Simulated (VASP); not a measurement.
Write the native input for VASP 6.6.1 that does the following.

* Task: single point
* Functional: PBE
* Potentials or basis: VASP PAW PBE potentials, release 64 (Hg, Te)
* Cutoff: 500 eV
* k mesh: 4 × 4 × 4
* Occupations: gaussian, width 0.1 eV
* Spin: no spin polarisation
* Dipole correction: no
* Further INCAR settings: ALGO = Normal; EDIFF = 1e-06; NBANDS = 16

The structure of HgTe lies in POSCAR:

```
HgTe
1.0
    0.0000000000      3.0771170000      3.0771170000
    3.0771170000      0.0000000000      3.0771170000
    3.0771170000      3.0771170000      0.0000000000
Hg Te
1 1
Direct
    0.0000000000      0.0000000000      0.0000000000
    0.5000000000      0.5000000000      0.5000000000
```

These files were run (other wordings do the same):

INCAR

```
ALGO     = Normal         # electronic algorithm
EDIFF    = 1E-6           # SCF threshold, eV
ENCUT    = 500            # plane-wave cutoff, eV
GGA      = PE             # functional
GGA_COMPAT= False        
ISIF     = 2              # what is computed and relaxed
ISMEAR   = 0              # smearing method
LASPH    = True           # aspherical terms in the spheres
LCHARG   = False          # write CHGCAR
LREAL    = False          # projectors in reciprocal space
LWAVE    = False          # write WAVECAR
NBANDS   = 16             # bands
NELM     = 120            # most SCF steps
PREC     = Accurate       # precision mode
SIGMA    = 0.1            # smearing width, eV
```

KPOINTS

```
k-points
0
Gamma
  4 4 4
```

Potentials or basis: VASP PAW PBE potentials, release 64 (Hg, Te).

Command:

```console
$ cat potpaw_PBE.64/Hg/POTCAR potpaw_PBE.64/Te/POTCAR > POTCAR
$ mpirun -np 1 vasp_std > vasp.out
```

It gave:

```yaml
Pressure: 1.1 GPa
Band_gap_on_the_k_mesh: zero (bands 9 and 10 overlap by 2.42 eV)
```

Caveat: the k points lie up to 0.44 Å⁻¹ apart, too coarse for converged energies and pressures of a metal; spin-orbit coupling is left out, which moves the levels of the heavy elements.

It took 5.2 s on 1 thread of Intel(R) Xeon(R) 6975P-C (Granite Rapids), with other jobs on the host, peak memory 0.16 GiB.
